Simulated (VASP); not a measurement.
# Nb5I2 (P6/mmm) in VASP: single point with PBE

Aim: the single point of Nb5I2 with PBE.

All numbers are computed with VASP 6.6.1; they aren't measurements. Logs are shortened: lines on timing, memory, paths and dates and some standing lists are left out, and cuts for length are marked.

### 1 The cell of the first run

It takes space group P6/mmm (No. 191, hexagonal). The conventional cell has a = 4.752 Å, b = 4.752 Å, c = 10.495 Å, α = 90.00°, β = 90.00°, γ = 120.00°. Within 3.4 Å of Nb (site symmetry 3m) lie 7 Nb at 2.57 to 3.03 Å and 3 I at 3.22 Å. Nb (site symmetry 6/mmm) has 2 I at 2.97 Å and 12 Nb at 3.03 Å within 3.9 Å. I (site symmetry 6mm) has 7 Nb at 2.97 to 3.22 Å within 3.9 Å.

The cell was built from a structure type or drawn by symmetry, and may not be a known phase.

### 2 Single point, PBE

File INCAR:

```
SYSTEM = Nb5I2
PREC = Accurate ; ENCUT = 520
EDIFF = 1E-6 ; ISMEAR = 0
SIGMA = 0.1 ; LREAL = .False.
LASPH = .True. ; NELM = 100
ALGO = Normal ; ISIF = 2
LWAVE = .False. ; LCHARG = .False.
GGA = PE ; NBANDS = 48
```

File KPOINTS:

```
regular mesh
0
Gamma
  12 12 4
  0 0 0
```

File POSCAR:

```
Nb5I2
1.0
    4.7522588276      0.0000000000      0.0000000000
   -2.3761294138      4.1155768700      0.0000000000
    0.0000000000      0.0000000000     10.4948951249
Nb I
5 2
Direct
    0.3333333333      0.6666666667      0.6222592999
    0.3333333333      0.6666666667      0.3777407001
    0.6666666667      0.3333333333      0.3777407001
    0.6666666667      0.3333333333      0.6222592999
    0.0000000000      0.0000000000      0.5000000000
    0.0000000000      0.0000000000      0.2170019591
    0.0000000000      0.0000000000      0.7829980409
```

Potentials or basis: VASP PAW PBE potentials, release 64 (Nb_sv, I).

Launch:

```sh
$ cat potpaw_PBE.64/Nb_sv/POTCAR potpaw_PBE.64/I/POTCAR > POTCAR
$ mpirun -np 1 vasp_std > vasp.out
```

OUTCAR:

```text
SYSTEM = Nb5I2
   PREC = Accurate
   ENCUT = 520
   EDIFF = 1E-6
   ISMEAR = 0
   LREAL = .False.
   LASPH = .True.
   NELM = 100
   ISIF = 2
   GGA = PE

 ion  position               nearest neighbor table
   1  0.333  0.667  0.622-   2 2.57   4 2.74   4 2.74   4 2.74   5 3.03   5 3.03   5 3.03   7 3.22
                             7 3.22   7 3.22
   2  0.333  0.667  0.378-   1 2.57   3 2.74   3 2.74   3 2.74   5 3.03   5 3.03   5 3.03   6 3.22
                             6 3.22   6 3.22
   3  0.667  0.333  0.378-   4 2.57   2 2.74   2 2.74   2 2.74   5 3.03   5 3.03   5 3.03   6 3.22
                             6 3.22   6 3.22
   4  0.667  0.333  0.622-   3 2.57   1 2.74   1 2.74   1 2.74   5 3.03   5 3.03   5 3.03   7 3.22
                             7 3.22   7 3.22
   5  0.000  0.000  0.500-   6 2.97   7 2.97   3 3.03   4 3.03   1 3.03   2 3.03   1 3.03   2 3.03
                             3 3.03   4 3.03   3 3.03   4 3.03   1 3.03   2 3.03
   6  0.000  0.000  0.217-   5 2.97   3 3.22   2 3.22   2 3.22   3 3.22   3 3.22   2 3.22
   7  0.000  0.000  0.783-   5 2.97   4 3.22   1 3.22   1 3.22   4 3.22   4 3.22   1 3.22

  LATTYP: Found a hexagonal cell.
 ALAT       =     4.7522588276
 C/A-ratio  =     2.2084014162

  Lattice vectors:

 A1 = (   4.7522588276,   0.0000000000,   0.0000000000)
 A2 = (  -2.3761294138,   4.1155768700,   0.0000000000)
 A3 = (   0.0000000000,   0.0000000000,  10.4948951249)

Analysis of symmetry for initial positions (statically):
=====================================================================
 Subroutine PRICEL returns:
 Original cell was already a primitive cell.

 Routine SETGRP: Setting up the symmetry group for a
 hexagonal supercell.

 Subroutine GETGRP returns: Found 24 space group operations
 (whereof 24 operations were pure point group operations)
 out of a pool of 24 trial point group operations.

The static configuration has the point symmetry D_6h.

Analysis of symmetry for dynamics (positions and initial velocities):
=====================================================================
 Subroutine PRICEL returns:
 Original cell was already a primitive cell.

 Routine SETGRP: Setting up the symmetry group for a
 hexagonal supercell.

 Subroutine GETGRP returns: Found 24 space group operations
 (whereof 24 operations were pure point group operations)
 out of a pool of 24 trial point group operations.

The dynamic configuration has the point symmetry D_6h.

 Subroutine INISYM returns: Found 24 space group operations
 (whereof 24 operations are pure point group operations),
 and found     1 'primitive' translations

[... 110 lines left out ...]
   ISIF   =      2    stress and relaxation
   ISYM   =      2    0-nonsym 1-usesym 2-fastsym
   POTIM  = 0.5000    time-step for ionic-motion
   TEBEG  =    0.0;   TEEND  =   0.0 temperature during run
   PSTRESS=    0.0 pullay stress
   NELECT =      79.0000    total number of electrons
   NUPDOWN=      -1.0000    fix difference up-down
   EMIN   =  10.00;   EMAX   =-10.00  energy-range for DOS
   EFERMI =   0.00;   METHOD = LEGACY
   ISMEAR =     0;   SIGMA  =   0.10  broadening in eV -4-tet -1-fermi 0-gaus
   EFERMI_NEDOS =   21; number of points for ismear=-14 and -15
   IALGO  =     38    algorithm
   IMIX   =      4    mixing-type and parameters
     AMIX     =   0.40;   BMIX     =  1.00
     AMIX_MAG =   1.60;   BMIX_MAG =  1.00
  volume/ion in A,a.u.               =      29.32       197.88
  Fermi-wavevector in a.u.,A,eV,Ry     =   1.190824  2.250331 19.293900  1.418062
  Thomas-Fermi vector in A             =   2.326900
   LORBIT       =      0    0 simple, 1 ext, 2 COOP (PROOUT), +10 PAW based schemes
   GGA     = PE    functional components
   LHFCALC =     F    Hartree Fock is set to
   AEXX    =    0.0000 exact exchange contribution
   IVDW    =     0    specifies the selected vdW correction
   LEPSILON=     F    determine dielectric tensor
   LRPA    =     F    only Hartree local field effects (RPA)
 non-spin polarized calculation
 Gauss-broadening in eV      SIGMA  =   0.10
  energy-cutoff  :      520.00
  volume of cell :      205.26
 maximum number of plane-waves:      5568
 NGX is ok and might be reduce to    36
   NGX = 17   NGY = 17   NGZ = 39

 number of electron      78.9999993 magnetization

 Free energy of the ion-electron system (eV)
  ---------------------------------------------------
  ext. energy  EPLUGINS =         0.00000000
  ---------------------------------------------------
  free energy    TOTEN  =       -52.11981727 eV

  energy without entropy =      -52.09956960  energy(sigma->0) =      -52.10969344

 E-fermi :   6.9380     XC(G=0):  -9.1507

 val. band max:        6.9082310205   @ k =   0.1667   0.0000   0.5000
 cond. band min:       6.9591212300   @ k =   0.0833   0.0833   0.5000
 fundamental gap:      0.0508902095
 Fermi energy:         6.9379910615

 k-point     1 :       0.0000    0.0000    0.0000
  band No.  band energies     occupation
      1     -48.1187      2.00000
      2     -47.7954      2.00000
      3     -47.6552      2.00000
      4     -47.5633      2.00000
      5     -47.4075      2.00000
      6     -24.4214      2.00000
[... 1213 lines left out ...]
     47       8.7336      0.00000
     48       9.1875      0.00000

 [... further k-points ...]

------------------------ aborting loop because EDIFF is reached ----------------------------------------

  FORCE on cell =-STRESS in cart. coord.  units (eV):
  Direction    XX          YY          ZZ          XY          YZ          ZX
  --------------------------------------------------------------------------------------
  -------------------------------------------------------------------------------------
  Total       -0.1749104     -0.1749104     -0.1599429      0.0000000      0.0000000      0.0000000
  in kB       -1.3652661     -1.3652661     -1.2484368      0.0000000      0.0000000      0.0000000
  external PRESSURE =      -1.3263230 kB  Pullay stress =       0.0000000 kB

 VOLUME and BASIS-vectors are now :
 -----------------------------------------------------------------------------
  energy-cutoff  :      520.00
  volume of cell :      205.26
      direct lattice vectors                 reciprocal lattice vectors
     4.752258828  0.000000000  0.000000000     0.210426249  0.121489652  0.000000000
    -2.376129414  4.115576870  0.000000000     0.000000000  0.242979303  0.000000000
     0.000000000  0.000000000 10.494895125     0.000000000  0.000000000  0.095284420

 POSITION                                       TOTAL-FORCE (eV/Angst)
 -----------------------------------------------------------------------------------
     -0.00000      2.74372      6.53055        -0.000000     -0.000000     -0.002113
     -0.00000      2.74372      3.96435        -0.000000     -0.000000      0.002113
      2.37613      1.37186      3.96435         0.000000      0.000000      0.002113
      2.37613      1.37186      6.53055        -0.000000      0.000000     -0.002113
      0.00000      0.00000      5.24745         0.000000      0.000000      0.000000
      0.00000      0.00000      2.27741         0.000000     -0.000000      0.016701
      0.00000      0.00000      8.21748         0.000000      0.000000     -0.016701
 -----------------------------------------------------------------------------------
    total drift:                               -0.000000      0.000000     -0.000000

  FREE ENERGIE OF THE ION-ELECTRON SYSTEM (eV)
  ---------------------------------------------------
  free  energy   TOTEN  =       -52.1198172694 eV

  energy  without entropy=      -52.0995696025  energy(sigma->0) =      -52.10969344
```

OSZICAR:

```text
N       E                     dE             d eps       ncg     rms          rms(c)
DAV:   1     0.955163822270E+03    0.95516E+03   -0.41682E+04  5872   0.157E+03
DAV:   2     0.346555293470E+02   -0.92051E+03   -0.89271E+03  7000   0.621E+02
DAV:   3    -0.483798905230E+02   -0.83035E+02   -0.80345E+02  8664   0.133E+02
DAV:   4    -0.570195018704E+02   -0.86396E+01   -0.84708E+01  9944   0.392E+01
DAV:   5    -0.575623012950E+02   -0.54280E+00   -0.53605E+00  8848   0.857E+00    0.176E+01
DAV:   6    -0.524242085623E+02    0.51381E+01   -0.14032E+01  7600   0.182E+01    0.814E+00
DAV:   7    -0.521903051924E+02    0.23390E+00   -0.62306E+00  8592   0.112E+01    0.382E+00
DAV:   8    -0.521391660037E+02    0.51139E-01   -0.60025E-01  8192   0.491E+00    0.298E+00
DAV:   9    -0.521357502834E+02    0.34157E-02   -0.18155E-01  8912   0.273E+00    0.201E+00
DAV:  10    -0.521133926462E+02    0.22358E-01   -0.15344E-01  8192   0.241E+00    0.591E-01
DAV:  11    -0.521175023693E+02   -0.41097E-02   -0.30685E-02  8448   0.105E+00    0.248E-01
DAV:  12    -0.521188515364E+02   -0.13492E-02   -0.66810E-03  8064   0.448E-01    0.145E-01
DAV:  13    -0.521196373810E+02   -0.78584E-03   -0.17000E-03  8424   0.194E-01    0.349E-02
DAV:  14    -0.521197885497E+02   -0.15117E-03   -0.23840E-04  7336   0.897E-02    0.166E-02
DAV:  15    -0.521198143147E+02   -0.25765E-04   -0.69554E-05  7688   0.370E-02    0.113E-02
DAV:  16    -0.521198174023E+02   -0.30875E-05   -0.11799E-05  7384   0.177E-02    0.424E-03
DAV:  17    -0.521198172694E+02    0.13289E-06   -0.17251E-06  5024   0.816E-03
   1 F= -.52119817E+02 E0= -.52109693E+02  d E =-.202477E-01
```

stdout:

```text
POSCAR found type information on POSCAR NbI
 POSCAR found :  2 types and       7 ions
 scaLAPACK will be used
 LDA part: xc-table for (Slater+PW92), standard interpolation
 POSCAR, INCAR and KPOINTS ok, starting setup
 FFT: planning ... GRIDC
 FFT: planning ... GRID_SOFT
 FFT: planning ... GRID
 WAVECAR not read
 entering main loop
```

It took 10 min on 1 thread of Intel Xeon Platinum 8259CL at 2.50GHz (Skylake/Cascade Lake), shared host; peak memory 0.6 GiB.

What came out:

- Free energy: -52.1198 eV
- Pressure: -0.1 GPa
- Largest force: 0.017 eV/Å
- Band gap on the k mesh: zero (an odd number of electrons rules out a gap without spin polarisation)

Forces on the atoms (eV/Å):
```
Nb   0.000  0.000 -0.002
Nb   0.000  0.000  0.002
Nb   0.000  0.000  0.002
Nb   0.000  0.000 -0.002
Nb   0.000  0.000  0.000
I    0.000  0.000  0.017
I    0.000  0.000 -0.017
```

Caveat: spin-orbit coupling is left out, which moves the levels of the heavy elements; this functional lacks dispersion, which binds the layers, so the pressure and a relaxed spacing across them are unreliable; an odd number of electrons without spin polarisation forces a metal; a magnetic or distorted state may lie lower.
